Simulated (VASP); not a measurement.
Set up this calculation in VASP 6.6.1, as the native input.

```
Task                   : single point
Functional             : LDA
Potentials or basis    : VASP PAW LDA potentials, release 64 (Mg)
Cutoff                 : 520 eV
k mesh                 : 12 × 12 × 12
Occupations            : fermi-dirac, width 0.08 eV
Spin                   : no spin polarisation
Dipole correction      : no
Further INCAR settings : ALGO = Normal; EDIFF = 1e-07; NBANDS = 9
```

The structure of Mg lies in POSCAR:

```
Mg
1.0
    0.0000000000      2.4671728140      2.4671728140
    2.4671728140      0.0000000000      2.4671728140
    2.4671728140      2.4671728140      0.0000000000
Mg
2
Direct
   -0.1250000000     -0.1250000000     -0.1250000000
    0.1250000000      0.1250000000      0.1250000000
```

This isn't the form of Mg at room conditions, which is hcp.

These files were run (other wordings do the same):

INCAR

```
PREC = Accurate
ENCUT = 520
EDIFF = 1E-7
ISMEAR = -1
SIGMA = 0.08
LREAL = F
LASPH = T
NELM = 100
ALGO = Normal
ISIF = 2
LWAVE = F
LCHARG = F
GGA = CA
NBANDS = 9
```

KPOINTS

```
Automatic mesh
0
Gamma
  12 12 12
```

Potentials or basis: VASP PAW LDA potentials, release 64 (Mg).

Command:

```bash
$ cat potpaw_LDA.64/Mg/POTCAR > POTCAR
$ mpirun -np 1 vasp_std > vasp.out
```

It gave:

| Quantity | Value |
| --- | --- |
| Pressure | 62.2 GPa |
| Band gap on the k mesh | zero (bands 2 and 3 overlap by 8.50 eV) |

Caveat: the cell stands under pressure.

It took 15 s on 1 thread of AMD EPYC 7R43 64-Core Processor (Zen 3), on a shared host, peak memory 0.11 GiB.
